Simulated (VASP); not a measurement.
# Cs (Pm-3m) in VASP: a series of runs, part 2 of 2

VASP 6.6.1. The steps go on from the part before.

**3. Single point, revPBE (140.62 Å³/atom)**

This run uses another cell than the first one, of 140.62 Å³/atom.

The input, INCAR:

```
PREC     = Accurate       # precision mode
ENCUT    = 520            # plane-wave cutoff, eV
EDIFF    = 1E-7           # SCF threshold, eV
ISMEAR   = -1             # smearing method
SIGMA    = 0.1            # smearing width, eV
LREAL    = F              # projectors in reciprocal space
LASPH    = T              # aspherical terms in the spheres
NELM     = 80             # most SCF steps
ALGO     = Normal         # electronic algorithm
ISIF     = 2              # what is computed and relaxed
LWAVE    = F              # write WAVECAR
LCHARG   = T              # write CHGCAR
GGA      = RE             # functional
LELF     = T              # ELF
LVHAR    = T            
NBANDS   = 10             # bands
```

The input, KPOINTS:

```
regular mesh
0
Gamma
  7 7 7
```

The input, POSCAR:

```
Cs
1.0
    5.2001482015      0.0000000000      0.0000000000
    0.0000000000      5.2001482015      0.0000000000
    0.0000000000      0.0000000000      5.2001482015
Cs
1
Direct
    0.0000000000      0.0000000000      0.0000000000
```

Potentials or basis: VASP PAW PBE potentials, release 64 (Cs_sv).

Run with:

```bash
$ cat potpaw_PBE.64/Cs_sv/POTCAR > POTCAR
$ mpirun -np 1 vasp_std > vasp.out
```

OUTCAR:

```text
PREC = Accurate
   ENCUT = 520
   EDIFF = 1E-7
   ISMEAR = -1
   LREAL = F
   LASPH = T
   NELM = 80
   ISIF = 2
   GGA = RE

 ion  position               nearest neighbor table
   1  0.000  0.000  0.000-

  LATTYP: Found a simple cubic cell.
 ALAT       =     5.2001482015

  Lattice vectors:

 A1 = (   5.2001482015,   0.0000000000,   0.0000000000)
 A2 = (   0.0000000000,   5.2001482015,   0.0000000000)
 A3 = (   0.0000000000,   0.0000000000,   5.2001482015)

Analysis of symmetry for initial positions (statically):
=====================================================================
 Subroutine PRICEL returns:
 Original cell was already a primitive cell.

 Routine SETGRP: Setting up the symmetry group for a
 simple cubic supercell.

 Subroutine GETGRP returns: Found 48 space group operations
 (whereof 48 operations were pure point group operations)
 out of a pool of 48 trial point group operations.

The static configuration has the point symmetry O_h .

Analysis of symmetry for dynamics (positions and initial velocities):
=====================================================================
 Subroutine PRICEL returns:
 Original cell was already a primitive cell.

 Routine SETGRP: Setting up the symmetry group for a
 simple cubic supercell.

 Subroutine GETGRP returns: Found 48 space group operations
 (whereof 48 operations were pure point group operations)
 out of a pool of 48 trial point group operations.

The dynamic configuration has the point symmetry O_h .

 Subroutine INISYM returns: Found 48 space group operations
 (whereof 48 operations are pure point group operations),
 and found     1 'primitive' translations

----------------------------------------------------------------------------------------

                                     Primitive cell

[... 104 lines left out ...]
  volume/ion in A,a.u.               =     140.62       948.95
  Fermi-wavevector in a.u.,A,eV,Ry     =   0.654847  1.237482  5.834516  0.428825
  Thomas-Fermi vector in A             =   1.725535
   LORBIT       =      0    0 simple, 1 ext, 2 COOP (PROOUT), +10 PAW based schemes
   GGA     = RE    functional components
   LHFCALC =     F    Hartree Fock is set to
   AEXX    =    0.0000 exact exchange contribution
   IVDW    =     0    specifies the selected vdW correction
   LEPSILON=     F    determine dielectric tensor
   LRPA    =     F    only Hartree local field effects (RPA)
 non-spin polarized calculation
  energy-cutoff  :      520.00
  volume of cell :      140.62
 maximum number of plane-waves:      3807
 NGX is ok and might be reduce to    40
   NGX = 19   NGY = 19   NGZ = 19

 number of electron       8.9999999 magnetization

 Free energy of the ion-electron system (eV)
  ---------------------------------------------------
  ext. energy  EPLUGINS =         0.00000000
  ---------------------------------------------------
  free energy    TOTEN  =        -0.68320049 eV

  energy without entropy =       -0.64385437  energy(sigma->0) =       -0.66352743

 E-fermi :   0.1279     XC(G=0):  -4.8119

 val. band max:        0.0561274382   @ k =   0.4286   0.1429   0.1429
 cond. band min:       0.1797828768   @ k =   0.2857   0.2857   0.2857
 fundamental gap:      0.1236554386
 Fermi energy:         0.1279140044

 k-point     1 :       0.0000    0.0000    0.0000
  band No.  band energies     occupation
      1     -24.0311      2.00000
      2     -10.7906      2.00000
      3     -10.7906      2.00000
      4     -10.7906      2.00000
      5      -1.3431      2.00000
      6       1.5354      0.00000
      7       1.5354      0.00000
      8       4.1249      0.00000
      9       4.1249      0.00000
     10       4.1249      0.00000
[... 235 lines left out ...]
 k-point    20 :       0.4286    0.4286    0.4286
  band No.  band energies     occupation
      1     -24.0203      2.00000
      2     -10.8706      2.00000
      3     -10.8700      2.00000
      4     -10.8700      2.00000
      5       1.1010      0.00012
      6       1.3348      0.00001
      7       1.3348      0.00001
      8       3.0762      0.00000
      9       3.2755      0.00000
     10       3.3753      0.00000

------------------------ aborting loop because EDIFF is reached ----------------------------------------

  FORCE on cell =-STRESS in cart. coord.  units (eV):
  Direction    XX          YY          ZZ          XY          YZ          ZX
  --------------------------------------------------------------------------------------
  -------------------------------------------------------------------------------------
  Total        0.0018289      0.0018289      0.0018289      0.0000000      0.0000000      0.0000000
  in kB        0.0208383      0.0208383      0.0208383      0.0000000      0.0000000      0.0000000
  external PRESSURE =       0.0208383 kB  Pullay stress =       0.0000000 kB

 VOLUME and BASIS-vectors are now :
 -----------------------------------------------------------------------------
  energy-cutoff  :      520.00
  volume of cell :      140.62
      direct lattice vectors                 reciprocal lattice vectors
     5.200148202  0.000000000  0.000000000     0.192302212  0.000000000  0.000000000
     0.000000000  5.200148202  0.000000000     0.000000000  0.192302212  0.000000000
     0.000000000  0.000000000  5.200148202     0.000000000  0.000000000  0.192302212

 POSITION                                       TOTAL-FORCE (eV/Angst)
 -----------------------------------------------------------------------------------
      0.00000      0.00000      0.00000         0.000000      0.000000      0.000000
 -----------------------------------------------------------------------------------
    total drift:                               -0.000000     -0.000000     -0.000000

  FREE ENERGIE OF THE ION-ELECTRON SYSTEM (eV)
  ---------------------------------------------------
  free  energy   TOTEN  =        -0.6832004870 eV

  energy  without entropy=       -0.6438543725  energy(sigma->0) =       -0.66352743
```

Wall time 29 s (1 thread of Intel Xeon 8259CL, shared host); peak memory 0.24 GiB.

What came out:

| Property | Result |
| --- | --- |
| Free energy | -0.6832 eV |
| Pressure | 0.0 GPa |
| Band gap on the k mesh | zero (an odd number of electrons rules out a gap without spin polarisation) |

Caveat: the PAW data sets were made with another functional, which shifts forces and pressure a little; spin-orbit coupling is left out, which moves the levels of the heavy elements.

**4. Single point, revPBE (146.24 Å³/atom)**

This run uses another cell than the first one, of 146.24 Å³/atom.

The input, INCAR:

```
PREC = Accurate ; ENCUT = 520
EDIFF = 1E-6 ; ISMEAR = -1
SIGMA = 0.1 ; LREAL = F
LASPH = T ; NELM = 80
ALGO = Normal ; ISIF = 2
LWAVE = F ; LCHARG = F
GGA = RE ; NBANDS = 10
```

KPOINTS is that of step 3.

The input, POSCAR:

```
Cs
1.0
    5.2685790516      0.0000000000      0.0000000000
    0.0000000000      5.2685790516      0.0000000000
    0.0000000000      0.0000000000      5.2685790516
Cs
1
Direct
    0.0000000000      0.0000000000      0.0000000000
```

Potentials or basis: VASP PAW PBE potentials, release 64 (Cs_sv).

Run with:

```bash
$ cat potpaw_PBE.64/Cs_sv/POTCAR > POTCAR
$ mpirun -np 1 vasp_std > vasp.out
```

OUTCAR:

```text
PREC = Accurate
   ENCUT = 520
   EDIFF = 1E-6
   ISMEAR = -1
   LREAL = F
   LASPH = T
   NELM = 80
   ISIF = 2
   GGA = RE

 ion  position               nearest neighbor table
   1  0.000  0.000  0.000-

  LATTYP: Found a simple cubic cell.
 ALAT       =     5.2685790516

  Lattice vectors:

 A1 = (   5.2685790516,   0.0000000000,   0.0000000000)
 A2 = (   0.0000000000,   5.2685790516,   0.0000000000)
 A3 = (   0.0000000000,   0.0000000000,   5.2685790516)

Analysis of symmetry for initial positions (statically):
=====================================================================
 Subroutine PRICEL returns:
 Original cell was already a primitive cell.

 Routine SETGRP: Setting up the symmetry group for a
 simple cubic supercell.

 Subroutine GETGRP returns: Found 48 space group operations
 (whereof 48 operations were pure point group operations)
 out of a pool of 48 trial point group operations.

The static configuration has the point symmetry O_h .

Analysis of symmetry for dynamics (positions and initial velocities):
[... 157 lines left out ...]
 Fermi energy:         0.0467851423

 k-point     1 :       0.0000    0.0000    0.0000
  band No.  band energies     occupation
      1     -24.1289      2.00000
      2     -10.8928      2.00000
      3     -10.8928      2.00000
      4     -10.8928      2.00000
      5      -1.3865      2.00000
      6       1.4602      0.00000
      7       1.4602      0.00000
      8       3.9632      0.00000
      9       3.9632      0.00000
     10       3.9632      0.00000
[... 235 lines left out ...]
 k-point    20 :       0.4286    0.4286    0.4286
  band No.  band energies     occupation
      1     -24.1200      2.00000
      2     -10.9633      2.00000
      3     -10.9628      2.00000
      4     -10.9628      2.00000
      5       1.0339      0.00010
      6       1.2654      0.00001
      7       1.2654      0.00001
      8       2.8897      0.00000
      9       3.1511      0.00000
     10       3.1867      0.00000

------------------------ aborting loop because EDIFF is reached ----------------------------------------

  FORCE on cell =-STRESS in cart. coord.  units (eV):
  Direction    XX          YY          ZZ          XY          YZ          ZX
  --------------------------------------------------------------------------------------
  -------------------------------------------------------------------------------------
  Total       -0.0406115     -0.0406115     -0.0406115      0.0000000      0.0000000      0.0000000
  in kB       -0.4449167     -0.4449167     -0.4449167      0.0000000      0.0000000      0.0000000
  external PRESSURE =      -0.4449167 kB  Pullay stress =       0.0000000 kB

 VOLUME and BASIS-vectors are now :
 -----------------------------------------------------------------------------
  energy-cutoff  :      520.00
  volume of cell :      146.24
      direct lattice vectors                 reciprocal lattice vectors
     5.268579052  0.000000000  0.000000000     0.189804498  0.000000000  0.000000000
     0.000000000  5.268579052  0.000000000     0.000000000  0.189804498  0.000000000
     0.000000000  0.000000000  5.268579052     0.000000000  0.000000000  0.189804498

 POSITION                                       TOTAL-FORCE (eV/Angst)
 -----------------------------------------------------------------------------------
      0.00000      0.00000      0.00000         0.000000      0.000000      0.000000
 -----------------------------------------------------------------------------------
    total drift:                               -0.000000     -0.000000     -0.000000

  FREE ENERGIE OF THE ION-ELECTRON SYSTEM (eV)
  ---------------------------------------------------
  free  energy   TOTEN  =        -0.6826402278 eV

  energy  without entropy=       -0.6433476142  energy(sigma->0) =       -0.66299392
```

OSZICAR:

```text
N       E                     dE             d eps       ncg     rms          rms(c)
DAV:   1     0.574595041475E+02    0.57460E+02   -0.28670E+03   400   0.620E+02
DAV:   2     0.495725357778E+01   -0.52502E+02   -0.51345E+02   544   0.107E+02
DAV:   3    -0.588462808090E+00   -0.55457E+01   -0.55399E+01   462   0.409E+01
DAV:   4    -0.675343066612E+00   -0.86880E-01   -0.86869E-01   542   0.602E+00
DAV:   5    -0.675746747786E+00   -0.40368E-03   -0.40367E-03   540   0.379E-01    0.171E-01
DAV:   6    -0.678942174226E+00   -0.31954E-02   -0.18011E-03   500   0.193E-01    0.127E-01
DAV:   7    -0.682556312403E+00   -0.36141E-02   -0.97384E-03   420   0.501E-01    0.421E-02
DAV:   8    -0.682607554251E+00   -0.51242E-04   -0.27897E-04   476   0.915E-02    0.109E-02
DAV:   9    -0.682629687467E+00   -0.22133E-04   -0.24896E-05   510   0.263E-02    0.645E-03
DAV:  10    -0.682638889415E+00   -0.92019E-05   -0.15464E-05   482   0.187E-02    0.248E-03
DAV:  11    -0.682640050095E+00   -0.11607E-05   -0.37486E-06   448   0.967E-03    0.973E-04
DAV:  12    -0.682640227834E+00   -0.17774E-06   -0.16979E-07   254   0.254E-03
   1 F= -.68264023E+00 E0= -.66299392E+00  d E =-.392926E-01
```

Run time: 29 s. Hardware: 1 thread of Intel Xeon 8259CL, shared host; peak memory 0.24 GiB.

Results:

```
Free energy            : -0.6826 eV
Pressure               : 0.0 GPa
Band gap on the k mesh : zero (an odd number of electrons rules out a gap without spin polarisation)
```

Levels at points of the mesh, in eV from the Fermi level:
| k point | band 1 | band 2 | band 3 | band 4 | band 5 | band 6 | band 7 | band 8 | band 9 | band 10 |
| --- | --- | --- | --- | --- | --- | --- | --- | --- | --- | --- |
| (0.00, 0.00, 0.00) | -24.18 | -10.94 | -10.94 | -10.94 | -1.43 | 1.41 | 1.41 | 3.92 | 3.92 | 3.92 |

Caveat: the PAW data sets were made with another functional, which shifts forces and pressure a little; spin-orbit coupling is left out, which moves the levels of the heavy elements.

**5. Single point, revPBE (157.49 Å³/atom)**

This run uses another cell than the first one, of 157.49 Å³/atom.

The input, INCAR:

```
SYSTEM = Cs
PREC     = Accurate       ! precision mode
ENCUT    = 520            ! plane-wave cutoff, eV
EDIFF    = 1E-6           ! SCF threshold, eV
ISMEAR   = -1             ! smearing method
SIGMA    = 0.1            ! smearing width, eV
LREAL    = .False.        ! projectors in reciprocal space
LASPH    = .True.         ! aspherical terms in the spheres
NELM     = 60             ! most SCF steps
ALGO     = Normal         ! electronic algorithm
ISIF     = 2              ! what is computed and relaxed
LWAVE    = .False.        ! write WAVECAR
LCHARG   = .False.        ! write CHGCAR
GGA      = RE             ! functional
NBANDS   = 10             ! bands
```

The input, KPOINTS:

```
regular mesh
0
Gamma
  7 7 7
  0 0 0
```

The input, POSCAR:

```
Cs
1.0
    5.4003477730      0.0000000000      0.0000000000
    0.0000000000      5.4003477730      0.0000000000
    0.0000000000      0.0000000000      5.4003477730
Cs
1
Direct
    0.0000000000      0.0000000000      0.0000000000
```

Potentials or basis: VASP PAW PBE potentials, release 64 (Cs_sv).

Run with:

```bash
$ cat potpaw_PBE.64/Cs_sv/POTCAR > POTCAR
$ mpirun -np 1 vasp_std > vasp.out
```

OUTCAR:

```text
SYSTEM = Cs
   PREC = Accurate
   ENCUT = 520
   EDIFF = 1E-6
   ISMEAR = -1
   LREAL = .False.
   LASPH = .True.
   NELM = 60
   ISIF = 2
   GGA = RE

 ion  position               nearest neighbor table
   1  0.000  0.000  0.000-

  LATTYP: Found a simple cubic cell.
 ALAT       =     5.4003477730

  Lattice vectors:

 A1 = (   5.4003477730,   0.0000000000,   0.0000000000)
 A2 = (   0.0000000000,   5.4003477730,   0.0000000000)
 A3 = (   0.0000000000,   0.0000000000,   5.4003477730)

Analysis of symmetry for initial positions (statically):
=====================================================================
 Subroutine PRICEL returns:
 Original cell was already a primitive cell.

 Routine SETGRP: Setting up the symmetry group for a
 simple cubic supercell.

 Subroutine GETGRP returns: Found 48 space group operations
 (whereof 48 operations were pure point group operations)
 out of a pool of 48 trial point group operations.

The static configuration has the point symmetry O_h .

[... 155 lines left out ...]
 cond. band min:      -0.0448032818   @ k =   0.2857   0.2857   0.2857
 fundamental gap:      0.1311204577
 Fermi energy:        -0.0982080170

 k-point     1 :       0.0000    0.0000    0.0000
  band No.  band energies     occupation
      1     -24.3076      2.00000
      2     -11.0782      2.00000
      3     -11.0782      2.00000
      4     -11.0782      2.00000
      5      -1.4609      2.00000
      6       1.3234      0.00000
      7       1.3234      0.00000
      8       3.6719      0.00000
      9       3.6719      0.00000
     10       3.6719      0.00000
[... 235 lines left out ...]
 k-point    20 :       0.4286    0.4286    0.4286
  band No.  band energies     occupation
      1     -24.3014      2.00000
      2     -11.1334      2.00000
      3     -11.1330      2.00000
      4     -11.1330      2.00000
      5       0.9121      0.00008
      6       1.1394      0.00001
      7       1.1394      0.00001
      8       2.5496      0.00000
      9       2.8502      0.00000
     10       2.8502      0.00000

------------------------ aborting loop because EDIFF is reached ----------------------------------------

  FORCE on cell =-STRESS in cart. coord.  units (eV):
  Direction    XX          YY          ZZ          XY          YZ          ZX
  --------------------------------------------------------------------------------------
  -------------------------------------------------------------------------------------
  Total       -0.1132183     -0.1132183     -0.1132183      0.0000000      0.0000000     -0.0000000
  in kB       -1.1517599     -1.1517599     -1.1517599      0.0000000      0.0000000     -0.0000000
  external PRESSURE =      -1.1517599 kB  Pullay stress =       0.0000000 kB

 VOLUME and BASIS-vectors are now :
 -----------------------------------------------------------------------------
  energy-cutoff  :      520.00
  volume of cell :      157.49
      direct lattice vectors                 reciprocal lattice vectors
     5.400347773  0.000000000  0.000000000     0.185173260  0.000000000  0.000000000
     0.000000000  5.400347773  0.000000000     0.000000000  0.185173260  0.000000000
     0.000000000  0.000000000  5.400347773     0.000000000  0.000000000  0.185173260

 POSITION                                       TOTAL-FORCE (eV/Angst)
 -----------------------------------------------------------------------------------
      0.00000      0.00000      0.00000         0.000000      0.000000      0.000000
 -----------------------------------------------------------------------------------
    total drift:                               -0.000000     -0.000000     -0.000000

  FREE ENERGIE OF THE ION-ELECTRON SYSTEM (eV)
  ---------------------------------------------------
  free  energy   TOTEN  =        -0.6772824372 eV

  energy  without entropy=       -0.6376567657  energy(sigma->0) =       -0.65746960
```

Run time: 38 s. Hardware: 1 thread of Intel Xeon 8259CL, shared host; peak memory 0.24 GiB.

Results:

```
Free energy            : -0.6773 eV
Pressure               : -0.1 GPa
Band gap on the k mesh : zero (an odd number of electrons rules out a gap without spin polarisation)
```

Caveat: the PAW data sets were made with another functional, which shifts forces and pressure a little; spin-orbit coupling is left out, which moves the levels of the heavy elements.

**6. The runs side by side**

| cell | gap on the mesh (eV) | pressure (GPa) |
| --- | --- | --- |
| a = 5.058 Å, 1 atom | none | 0.1 |
| a = 5.200 Å, 1 atom | none | 0.0 |
| a = 5.269 Å, 1 atom | none | 0.0 |
| a = 5.400 Å, 1 atom | none | -0.1 |

Alike in all rows: task single point; level revPBE; potentials or basis VASP PAW PBE potentials, release 64 (Cs_sv); no spin polarisation; k mesh 7 × 7 × 7; cutoff (eV) 520; smearing fermi-dirac 0.1 eV.

Caveats: the PAW data sets were made with another functional, which shifts forces and pressure a little; spin-orbit coupling is left out, which moves the levels of the heavy elements.

Total energies depend on the potentials used, so only differences within one code and one set of settings carry meaning.

The gap in the log of VASP goes by the Fermi energy; the results here count the filled bands.